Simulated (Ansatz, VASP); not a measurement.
**Ti3Si4Ni: VASP beside Ansatz**

File INCAR:

```
  PREC = Accurate
  ENCUT = 520
  EDIFF = 1E-6
  ISMEAR = 0
  SIGMA = 0.1
  LREAL = False
  LASPH = True
  NELM = 60
  ALGO = Normal
  ISIF = 2
  LWAVE = False
  LCHARG = True
  GGA = PE
  LELF = True
  LVHAR = True
  NBANDS = 41
```

Contents of KPOINTS:

```
regular mesh
0
Gamma
  4 6 4
```

The input POSCAR:

```
Ti3Si4Ni
1.0
    4.8698596405      0.0000000000      0.0000000000
    0.0000000000      3.6253502349      0.0000000000
   -1.2988665880      0.0000000000      6.6160296907
Ti Si Ni
3 4 1
Direct
    0.9693765120      0.0000000000      0.4607780527
    0.4885401963      0.5000000000      0.5641456204
    0.8630790873      0.0000000000      0.9645932212
    0.4581720307      0.0000000000      0.2517319656
    0.3430703104      0.0000000000      0.7954521645
    0.0040138304      0.5000000000      0.7272859040
    0.0787237583      0.5000000000      0.2265008129
    0.3890242748      0.5000000000      0.0095122586
```

Input for Ansatz:

```yaml
crystal:
  lattice:
    - [4.8698596405, 0.0, 0.0]
    - [0.0, 3.6253502349, 0.0]
    - [-1.298866588, 0.0, 6.6160296907]
  atoms:
    - { symbol: Ti, position: [0.969376512, 0.0, 0.4607780527] }
    - { symbol: Ti, position: [0.4885401963, 0.5, 0.5641456204] }
    - { symbol: Ti, position: [0.8630790873, 0.0, 0.9645932212] }
    - { symbol: Si, position: [0.4581720307, 0.0, 0.2517319656] }
    - { symbol: Si, position: [0.3430703104, 0.0, 0.7954521645] }
    - { symbol: Si, position: [0.0040138304, 0.5, 0.727285904] }
    - { symbol: Si, position: [0.0787237583, 0.5, 0.2265008129] }
    - { symbol: Ni, position: [0.3890242748, 0.5, 0.0095122586] }
basis:
  ecutwfc: 420
kpoints:
  mp_grid: { grid: [4, 6, 4] }
hamiltonian:
  xc: pbe
scf:
  occupations: { method: gaussian, width: 0.1 }
  lower_state_search: "off"
output:
  forces: true
  stress: true
  eigenvalues: true
```

Change from the starting cell: the structure that the rattled cell fell into.

Alike in both runs: task single point; functional PBE; k mesh 4 × 6 × 4; occupations gaussian, width 0.1 eV; no spin polarisation.

|  | VASP | Ansatz |
| --- | --- | --- |
| version | VASP 6.6.1 | Ansatz 0.2.0 |
| potentials or method | VASP PAW PBE potentials, release 64 (Ti_sv, Si, Ni), cutoff 520 eV | scalar-relativistic, plane waves, PAW |
| valence electrons in the cell | 62 | 70 |

Ansatz gave:

```
gap on the k mesh at the Fermi level (eV)                     : none
pressure (GPa)                                                : -0.1
traceless stress, the component that is largest in VASP (GPa) : 0.21
rms of the force components (eV/Å)                            : 0.014
```

**Question.** Estimate VASP's values.

**Answer.** gap on the k mesh at the Fermi level (eV): none; pressure (GPa): -0.1; traceless stress, the component that is largest in VASP (GPa): 0.19; rms of the force components (eV/Å): 0.015.

Atom by atom the forces differ by 0.005 eV/Å (rms over components). A gap of «none» marks a metal or a gap that the smearing closes. VASP's potentials hold 62 valence electrons a cell and Ansatz's 70, so a difference there can come from the potentials and not from the codes.
